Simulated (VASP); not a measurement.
Input of a VASP 6.6.1 run:

Contents of INCAR:

```
SYSTEM = CoO
  ALGO = Normal
  EDIFF = 1E-6
  ENCUT = 600
  GGA = PS
  GGA_COMPAT = .False.
  ISIF = 2
  ISMEAR = -1
  ISPIN = 2
  IVDW = 13
  LASPH = .True.
  LCHARG = .False.
  LMAXMIX = 4
  LORBIT = 11
  LREAL = .False.
  LWAVE = .False.
  MAGMOM = 2 0
  NBANDS = 22
  NELM = 200
  PREC = Accurate
  SIGMA = 0.05
```

The input KPOINTS:

```
k-points
0
Gamma
  11 11 11
  0 0 0
```

Contents of POSCAR:

```
CoO
1.0
    0.0000000000      2.1733047310      2.1733047310
    2.1733047310      0.0000000000      2.1733047310
    2.1733047310      2.1733047310      0.0000000000
Co O
1 1
Direct
    0.0000000000      0.0000000000      0.0000000000
    0.5000000000      0.5000000000      0.5000000000
```

Potentials or basis: VASP PAW PBE potentials, release 64 (Co_sv, O).

Run with:

```sh
$ cat potpaw_PBE.64/Co_sv/POTCAR potpaw_PBE.64/O/POTCAR > POTCAR
$ mpirun -np 1 vasp_std > vasp.out
```

Task: Estimate the pressure.

Result: -22.6 GPa.

Task: Predict the net moment.

Result: 2.99 μB per cell.

Task: Estimate the dispersion energy per atom.

Result: -0.151 eV.

Task: Estimate the site moments.

Result: Co +2.56; O +0.32 μB.

Caveat: the PAW data sets were made with another functional, which shifts forces and pressure a little; a cell with one magnetic atom can't hold antiferromagnetic order, which such compounds often take; pairwise dispersion overbinds metals, which lowers pressure and volume.
